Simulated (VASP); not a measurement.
Set up this calculation in VASP 6.6.1, as the native input.

* Task: single point
* Functional: PBEsol
* Dispersion: D3(BJ)
* Potentials or basis: VASP PAW PBE potentials, release 64 (Mg, B)
* Cutoff: 520 eV
* k mesh: 10 × 10 × 8
* Occupations: fermi-dirac, width 0.05 eV
* Spin: no spin polarisation
* Dipole correction: no
* Further INCAR settings: ALGO = Normal; EDIFF = 1e-06; NBANDS = 11

The structure of MgB2 lies in POSCAR:

```
MgB2
1.0
    3.1255967608      0.0000000000      0.0000000000
   -1.5627983804      2.7068461969      0.0000000000
    0.0000000000      0.0000000000      3.5693605797
Mg B
1 2
Direct
    0.0000000000      0.0000000000      0.0000000000
    0.6666666667      0.3333333333      0.5000000000
    0.3333333333      0.6666666667      0.5000000000
```

The input as run:

INCAR

```
PREC = Accurate
ENCUT = 520
EDIFF = 1E-6
ISMEAR = -1
SIGMA = 0.05
LREAL = F
LASPH = T
NELM = 80
ALGO = Normal
ISIF = 2
LWAVE = F
LCHARG = F
GGA = PS
IVDW = 12
NBANDS = 11
```

KPOINTS

```
regular mesh
0
Gamma
  10 10 8
```

Potentials or basis: VASP PAW PBE potentials, release 64 (Mg, B).

Launch:

```sh
$ cat potpaw_PBE.64/Mg/POTCAR potpaw_PBE.64/B/POTCAR > POTCAR
$ mpirun -np 1 vasp_std > vasp.out
```

It gave:

```json
{"Pressure": "-12.0 GPa", "Band gap on the k mesh": "zero (band 4 reaches 6.05 eV, above the bottom of band 5 at 3.64 eV)", "Dispersion energy per atom": "-0.226 eV"}
```

Caveat: the PAW data sets were made with another functional, which shifts forces and pressure a little; pairwise dispersion overbinds metals, which lowers pressure and volume.

Wall time 15 s on 1 thread of Intel Xeon 6975P-C, with other jobs on the host, peak memory 0.17 GiB.
